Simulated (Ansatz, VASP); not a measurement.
C: VASP beside Ansatz

INCAR

```
  PREC = Accurate
  ENCUT = 520
  EDIFF = 1E-6
  ISMEAR = -1
  SIGMA = 0.08
  LREAL = False
  LASPH = True
  NELM = 100
  ALGO = Normal
  ISIF = 2
  LWAVE = False
  LCHARG = True
  GGA = PS
  LELF = True
  LVHAR = True
  NBANDS = 8
```

Contents of KPOINTS:

```
regular mesh
0
Gamma
  24 24 24
```

File POSCAR:

```
C
1.0
    0.0000000000      1.2212799362      1.2212799362
    1.2212799362      0.0000000000      1.2212799362
    1.2212799362      1.2212799362      0.0000000000
C
1
Direct
    0.0000000000      0.0000000000      0.0000000000
```

Input for Ansatz:

```yaml
crystal:
  lattice:
    - [0.0, 1.2212799362, 1.2212799362]
    - [1.2212799362, 0.0, 1.2212799362]
    - [1.2212799362, 1.2212799362, 0.0]
  atoms:
    - { symbol: C, position: [0.0, 0.0, 0.0] }
kpoints:
  mp_grid: { grid: [24, 24, 24] }
scf:
  occupations: { method: fermi_dirac, width: 0.08 }
hamiltonian:
  xc: pbesol
  pseudopotentials: { kind: all_electron, lapw: { basis_error: 0.001 } }
output:
  forces: true
  stress: true
  eigenvalues: true
  populations: true
```

Change from the starting cell: volume scaled by 0.52, LAPW.

Alike in both runs: task single point; functional PBEsol; k mesh 24 × 24 × 24; occupations fermi-dirac, width 0.08 eV; no spin polarisation.

|  | VASP | Ansatz |
| --- | --- | --- |
| version | VASP 6.6.1 | Ansatz 0.2.0 |
| potentials or method | VASP PAW PBE potentials, release 64 (C), cutoff 520 eV | all-electron LAPW, scalar-relativistic |

Ansatz gave:

| Item | Value |
| --- | --- |
| pressure (GPa) | 353.7 |

Q: Estimate VASP's values.

A: Pressure (GPa): 355.3.

VASP's potentials were made for PBE, not for PBEsol. Both programs put the cell under a high pressure, so it lies far from rest at this level. Ansatz ran all-electron here, and VASP with PAW potentials.

Noted on VASP's run: the cell as given lies far from equilibrium.
